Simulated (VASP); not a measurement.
# Al3GaN4 (Pm) in VASP: further runs

The runs below take Al3GaN4 through single point, with PBEsol.

Everything below comes from runs of VASP 6.6.1. Logs are shortened: lines on timing, memory, paths and dates and some standing lists are left out, and cuts for length are marked.

## Step 1: The cell of the first run

The structure is monoclinic, space group Pm (No. 6). Conventional cell: a = 5.043 Å, b = 3.130 Å, c = 5.418 Å, α = 90.00°, β = 90.03°, γ = 90.00°. Al (site symmetry m) has 4 N at 1.88 to 1.90 Å within 2.5 Å. Al (site symmetry m) has 4 N at 1.90 to 1.91 Å within 2.5 Å. Al (site symmetry m) has 4 N at 1.89 to 1.90 Å within 2.5 Å. Ga (site symmetry m) has 4 N at 1.92 to 1.95 Å within 2.5 Å. Within 2.5 Å of N (site symmetry m) lie 3 Al at 1.89 to 1.90 Å and 1 Ga at 1.95 Å. N (site symmetry m) has 4 Al at 1.90 to 1.91 Å within 2.5 Å. Within 2.5 Å of N (site symmetry m) lie 2 Al at 1.89 to 1.91 Å and 2 Ga at 1.95 Å. N (site symmetry m) has 3 Al at 1.88 to 1.89 Å and 1 Ga at 1.92 Å within 2.5 Å.

## Step 2: Single point, PBEsol (mode 10 (414.8 1/cm) frozen in, largest displacement +0.030 Å)

Contents of INCAR:

```
SYSTEM = Al3GaN4
PREC = Accurate ; ENCUT = 520
EDIFF = 1E-7 ; ISMEAR = 0
SIGMA = 0.05 ; LREAL = .FALSE.
LASPH = .TRUE. ; NELM = 80
ALGO = Normal ; ISIF = 2
LWAVE = .FALSE. ; LCHARG = .FALSE.
GGA = PS ; NBANDS = 31
```

Contents of KPOINTS:

```
regular mesh
0
G
  6 8 4
  0 0 0
```

Contents of POSCAR:

```
Al3GaN4
1.0
    5.0434079713      0.0000000000      0.0001149907
    0.0000000000      3.1300738974      0.0000000000
   -0.0032362569      0.0000000000      5.4179919474
Al Ga N
3 1 4
Direct
    0.5004462543      0.5000000000      0.1728631288
    0.0039134146      0.5000000000      0.8346655063
   -0.0008416189      0.0000000000      0.3306923199
    0.4986117836      0.0000000000      0.6633807945
    0.1115883801      0.0000000000      0.6642773549
    0.1227787996      0.5000000000      0.1687395562
    0.6252648887      0.5000000000      0.8437424624
    0.6238738322      0.0000000000      0.3287881490
```

Potentials or basis: VASP PAW PBE potentials, release 64 (Al, Ga_d, N).

Command:

```sh
$ cat potpaw_PBE.64/Al/POTCAR potpaw_PBE.64/Ga_d/POTCAR potpaw_PBE.64/N/POTCAR > POTCAR
$ mpirun -np 1 vasp_std > vasp.out
```

OUTCAR:

```text
SYSTEM = Al3GaN4
   PREC = Accurate
   ENCUT = 520
   EDIFF = 1E-7
   ISMEAR = 0
   LREAL = .FALSE.
   LASPH = .TRUE.
   NELM = 80
   ISIF = 2
   GGA = PS

 ion  position               nearest neighbor table
   1  0.500  0.500  0.173-   8 1.88   8 1.88   7 1.89   6 1.90   3 3.08   3 3.08   4 3.08   4 3.08
                             3 3.09   3 3.09   2 3.10   2 3.13
   2  0.004  0.500  0.835-   5 1.90   5 1.90   6 1.91   7 1.91   4 3.09   4 3.09   1 3.10   3 3.11
                             3 3.11   4 3.13   4 3.13   1 3.13   3 3.15   3 3.15
   3  0.999  0.000  0.331-   8 1.89   5 1.89   6 1.90   6 1.90   1 3.08   1 3.08   1 3.09   1 3.09
                             4 3.10   4 3.10   2 3.11   2 3.11   2 3.15   2 3.15
   4  0.499  0.000  0.663-   8 1.92   5 1.95   7 1.95   7 1.95   1 3.08   1 3.08   2 3.09   2 3.09
                             3 3.10   3 3.10   2 3.13   2 3.13
   5  0.112  0.000  0.664-   3 1.89   2 1.90   2 1.90   4 1.95
   6  0.123  0.500  0.169-   3 1.90   3 1.90   1 1.90   2 1.91
   7  0.625  0.500  0.844-   1 1.89   2 1.91   4 1.95   4 1.95
   8  0.624  0.000  0.329-   1 1.88   1 1.88   3 1.89   4 1.92

  LATTYP: Found a simple monoclinic cell.
 ALAT       =     5.0434079726
 B/A-ratio  =     0.6206267497
 C/A-ratio  =     1.0742721873
 COS(beta)  =    -0.0005745164

  Lattice vectors:

 A1 = (   5.0434079713,   0.0000000000,   0.0001149907)
 A2 = (   0.0000000000,   3.1300738974,   0.0000000000)
 A3 = (  -0.0032362569,   0.0000000000,   5.4179919474)

Analysis of symmetry for initial positions (statically):
=====================================================================
 Subroutine PRICEL returns:
 Original cell was already a primitive cell.

 Routine SETGRP: Setting up the symmetry group for a
 simple monoclinic supercell.

 Subroutine GETGRP returns: Found  2 space group operations
 (whereof  2 operations were pure point group operations)
 out of a pool of  4 trial point group operations.

The static configuration has the point symmetry C_1h.

Analysis of symmetry for dynamics (positions and initial velocities):
=====================================================================
 Subroutine PRICEL returns:
 Original cell was already a primitive cell.

 Routine SETGRP: Setting up the symmetry group for a
 simple monoclinic supercell.

 Subroutine GETGRP returns: Found  2 space group operations
 (whereof  2 operations were pure point group operations)
 out of a pool of  4 trial point group operations.

The dynamic configuration has the point symmetry C_1h.

 Subroutine INISYM returns: Found  2 space group operations
 (whereof  2 operations are pure point group operations),
 and found     1 'primitive' translations

----------------------------------------------------------------------------------------

                                     Primitive cell

  volume of cell :      85.5297

  direct lattice vectors                    reciprocal lattice vectors
     5.043407971  0.000000000  0.000114991     0.198278623  0.000000000  0.000118435
     0.000000000  3.130073897  0.000000000     0.000000000  0.319481275  0.000000000
    -0.003236257  0.000000000  5.417991947    -0.000004208  0.000000000  0.184570224

  length of vectors
     5.043407973  3.130073897  5.417992914     0.198278658  0.319481275  0.184570224

  position of ions in fractional coordinates (direct lattice)
     0.500446254  0.500000000  0.172863129
     0.003913415  0.500000000  0.834665506
     0.999158381  0.000000000  0.330692320
     0.498611784  0.000000000  0.663380795
     0.111588380  0.000000000  0.664277355
     0.122778800  0.500000000  0.168739556
     0.625264889  0.500000000  0.843742462
     0.623873832  0.000000000  0.328788149

  ion indices of the primitive-cell ions
   primitive index   ion index
                 1           1
                 2           2
                 3           3
                 4           4
                 5           5
                 6           6
                 7           7
                 8           8

----------------------------------------------------------------------------------------

 KPOINTS: regular mesh

Automatic generation of k-mesh.
 Grid dimensions read from file:
 generate k-points for:    6    8    4

 Generating k-lattice:

  Cartesian coordinates                     Fractional coordinates (reciprocal lattice)
     0.033046437  0.000000000  0.000019739     0.166666667  0.000000000  0.000000000
     0.000000000  0.039935159  0.000000000     0.000000000  0.125000000  0.000000000
    -0.000001052  0.000000000  0.046142556     0.000000000  0.000000000  0.250000000

  Length of vectors
     0.033046443  0.039935159  0.046142556

  Shift w.r.t. Gamma in fractional coordinates (k-lattice)
     0.000000000  0.000000000  0.000000000

 Subroutine IBZKPT returns following result:
 ===========================================

 Found     70 irreducible k-points:

 Following reciprocal coordinates:
            Coordinates               Weight
  0.000000  0.000000  0.000000      1.000000
  0.166667  0.000000  0.000000      2.000000
  0.333333  0.000000 -0.000000      2.000000
  0.500000  0.000000  0.000000      1.000000
  0.000000  0.125000  0.000000      2.000000
  0.166667  0.125000  0.000000      4.000000
[... 16 lines left out ...]
  0.333333  0.000000  0.250000      2.000000
  0.500000  0.000000  0.250000      2.000000
 [... further k-points ...]
   k-points           NKPTS =     70   k-points in BZ     NKDIM =     70   number of bands    NBANDS=     31
   number of dos      NEDOS =    301   number of ions     NIONS =      8
   total plane-waves  NPLWV =  38400
   dimension x,y,z NGX =    40 NGY =   24 NGZ =   40
   dimension x,y,z NGXF=    80 NGYF=   48 NGZF=   80
   ions per type =               3   1   4
   NGX,Y,Z   is equivalent  to a cutoff of  13.19, 12.75, 12.27 a.u.
   NGXF,Y,Z  is equivalent  to a cutoff of  26.37, 25.49, 24.55 a.u.
 SYSTEM =  Al3GaN4
   PREC   = accura    normal or accurate (medium, high low for compatibility)
   ISTART =      0    job   : 0-new  1-cont  2-samecut
   ICHARG =      2    charge: 1-file 2-atom 10-const
   ISPIN  =      1    spin polarized calculation?
   LNONCOLLINEAR =      F non collinear calculations
   LSORBIT =      F    spin-orbit coupling
   LASPH  =      T    aspherical Exc in radial PAW
   ENCUT  =  520.0 eV  38.22 Ry    6.18 a.u.   9.38  5.82 10.07*2*pi/ulx,y,z
   NELM   =     80;   NELMIN=  2; NELMDL= -5     # of ELM steps
   EDIFF  = 0.1E-06   stopping-criterion for ELM
   LREAL  =      F    real-space projection
   EDIFFG = 0.1E-05   stopping-criterion for IOM
   NSW    =      0    number of steps for IOM
   IBRION =     -1    ionic relax: 0-MD 1-quasi-New 2-CG
   NFREE  =      0    steps in history (QN), initial steepest desc. (CG)
   ISIF   =      2    stress and relaxation
   ISYM   =      2    0-nonsym 1-usesym 2-fastsym
   POTIM  = 0.5000    time-step for ionic-motion
   TEBEG  =    0.0;   TEEND  =   0.0 temperature during run
   PSTRESS=    0.0 pullay stress
   NELECT =      42.0000    total number of electrons
   NUPDOWN=      -1.0000    fix difference up-down
   EMIN   =  10.00;   EMAX   =-10.00  energy-range for DOS
   EFERMI =   0.00;   METHOD = LEGACY
   ISMEAR =     0;   SIGMA  =   0.05  broadening in eV -4-tet -1-fermi 0-gaus
   EFERMI_NEDOS =   21; number of points for ismear=-14 and -15
   IALGO  =     38    algorithm
   IMIX   =      4    mixing-type and parameters
     AMIX     =   0.40;   BMIX     =  1.00
     AMIX_MAG =   1.60;   BMIX_MAG =  1.00
  volume/ion in A,a.u.               =      10.69        72.15
  Fermi-wavevector in a.u.,A,eV,Ry     =   1.291573  2.440719 22.696701  1.668160
  Thomas-Fermi vector in A             =   2.423334
   LORBIT       =      0    0 simple, 1 ext, 2 COOP (PROOUT), +10 PAW based schemes
   GGA     = PS    functional components
   LHFCALC =     F    Hartree Fock is set to
   AEXX    =    0.0000 exact exchange contribution
   IVDW    =     0    specifies the selected vdW correction
   LEPSILON=     F    determine dielectric tensor
   LRPA    =     F    only Hartree local field effects (RPA)
 non-spin polarized calculation
 Gauss-broadening in eV      SIGMA  =   0.05
  energy-cutoff  :      520.00
  volume of cell :       85.53
 maximum number of plane-waves:      2328
 NGX is ok and might be reduce to    40
   NGX = 19   NGY = 11   NGZ = 21

 number of electron      42.0000002 magnetization

 Free energy of the ion-electron system (eV)
  ---------------------------------------------------
  ext. energy  EPLUGINS =         0.00000000
  ---------------------------------------------------
  free energy    TOTEN  =       -60.04698624 eV

  energy without entropy =      -60.04698624  energy(sigma->0) =      -60.04698624

 E-fermi :   6.1133     XC(G=0): -11.3211

 val. band max:        5.8586946733   @ k =   0.0000   0.0000   0.0000
 cond. band min:       9.2810543316   @ k =   0.0000   0.0000   0.0000
 fundamental gap:      3.4223596583
 Fermi energy:         6.1133121710

 k-point     1 :       0.0000    0.0000    0.0000
  band No.  band energies     occupation
      1      -9.5568      2.00000
      2      -8.1941      2.00000
      3      -8.0613      2.00000
      4      -7.2435      2.00000
      5      -6.9782      2.00000
      6      -6.9031      2.00000
[... 23 lines left out ...]
     30      16.7214      0.00000
     31      16.8234      0.00000

 k-point     2 :       0.1667    0.0000    0.0000
  band No.  band energies     occupation
      1      -9.4580      2.00000
      2      -8.2064      2.00000
      3      -8.0790      2.00000
      4      -7.3039      2.00000
      5      -6.9784      2.00000
      6      -6.9061      2.00000
[... 23 lines left out ...]
     30      16.6331      0.00000
     31      16.9319      0.00000

 k-point     3 :       0.3333    0.0000   -0.0000
  band No.  band energies     occupation
      1      -9.1820      2.00000
      2      -8.3670      2.00000
      3      -8.0850      2.00000
      4      -7.4120      2.00000
      5      -6.9788      2.00000
      6      -6.9122      2.00000
[... 703 lines left out ...]
     30      16.4986      0.00000
     31      16.8002      0.00000

 k-point    24 :       0.5000    0.0000    0.2500
  band No.  band energies     occupation
      1      -8.7532      2.00000
      2      -8.4922      2.00000
      3      -8.1435      2.00000
      4      -7.5979      2.00000
      5      -6.9793      2.00000
      6      -6.9055      2.00000
[... 23 lines left out ...]
     30      16.4978      0.00000
     31      17.0848      0.00000

 [... further k-points ...]
[... 5 lines left out ...]
  --------------------------------------------------------------------------------------
  -------------------------------------------------------------------------------------
  Total        0.0367435     -0.2430471      0.1276517      0.0000000      0.0000000     -0.1637963
  in kB        0.6882932     -4.5528560      2.3912235      0.0000000      0.0000000     -3.0682995
  external PRESSURE =      -0.4911131 kB  Pullay stress =       0.0000000 kB

 VOLUME and BASIS-vectors are now :
 -----------------------------------------------------------------------------
  energy-cutoff  :      520.00
  volume of cell :       85.53
      direct lattice vectors                 reciprocal lattice vectors
     5.043407971  0.000000000  0.000114991     0.198278623  0.000000000  0.000118435
     0.000000000  3.130073897  0.000000000     0.000000000  0.319481275  0.000000000
    -0.003236257  0.000000000  5.417991947    -0.000004208  0.000000000  0.184570224

 POSITION                                       TOTAL-FORCE (eV/Angst)
 -----------------------------------------------------------------------------------
      2.52340      1.56504      0.93663        -0.020284      0.000000     -0.506394
      0.01704      1.56504      4.52221        -0.248261      0.000000      0.018921
      5.03809      0.00000      1.79180         0.173473      0.000000      0.086623
      2.51256      0.00000      3.59425         0.166973      0.000000      0.684285
      0.56064      0.00000      3.59906        -0.009485      0.000000      0.098500
      0.61868      1.56504      0.91424        -0.016050      0.000000     -0.077310
      3.15074      1.56504      4.57146        -0.012154      0.000000     -0.180825
      3.14539      0.00000      1.78144        -0.034212      0.000000     -0.123799
 -----------------------------------------------------------------------------------
    total drift:                               -0.000215      0.000000     -0.000618

  FREE ENERGIE OF THE ION-ELECTRON SYSTEM (eV)
  ---------------------------------------------------
  free  energy   TOTEN  =       -60.0469862387 eV

  energy  without entropy=      -60.0469862387  energy(sigma->0) =      -60.04698624
```

Run time: 2.5 min. Hardware: 1 thread of Intel Xeon 6975P-C, shared host; peak memory 0.29 GiB.

Results:

* Free energy: -60.0470 eV
* Pressure: 0.0 GPa
* Largest force: 0.704 eV/Å
* Band gap on the k mesh: 3.42 eV, direct

Forces on the atoms (eV/Å):
```
Al  -0.020  0.000 -0.506
Al  -0.248  0.000  0.019
Al   0.173  0.000  0.087
Ga   0.167  0.000  0.684
N   -0.009  0.000  0.099
N   -0.016  0.000 -0.077
N   -0.012  0.000 -0.181
N   -0.034  0.000 -0.124
```

Levels at points of the mesh, in eV from the valence-band top:
```csv
k point,band 17,band 18,band 19,band 20,band 21,band 22,band 23,band 24,band 25,band 26
"(0.00, 0.00, 0.00)",-0.98,-0.83,-0.16,-0.08,0.00,3.42,5.37,5.82,5.88,7.50
"(0.50, 0.00, 0.00)",-1.38,-0.75,-0.74,-0.39,-0.25,4.71,5.08,5.58,5.96,8.40
"(0.00, 0.50, 0.00)",-2.94,-1.95,-1.93,-1.68,-1.49,5.44,5.54,7.47,7.66,7.89
"(0.50, 0.50, 0.00)",-3.06,-1.36,-1.29,-1.12,-0.98,6.05,6.29,6.35,6.42,8.21
"(0.00, 0.00, 0.50)",-1.60,-0.73,-0.72,-0.44,-0.15,5.43,5.65,6.87,7.23,7.74
"(0.50, 0.00, 0.50)",-1.50,-1.42,-1.28,-1.21,-0.64,5.78,6.04,6.15,6.33,8.07
"(0.00, 0.50, 0.50)",-2.26,-2.06,-1.88,-0.82,-0.73,5.08,5.45,5.59,5.83,6.92
"(0.50, 0.50, 0.50)",-1.64,-1.60,-1.52,-1.45,-1.29,4.58,4.91,5.01,5.19,7.69
```

Caveat: the cell differs from its parent crystal (mode 10 (414.8 1/cm) frozen in, largest displacement +0.030 Å); the PAW data sets were made with another functional, which shifts forces and pressure a little. A k mesh can miss the band edges.

(Continued in part 2 of 2.)
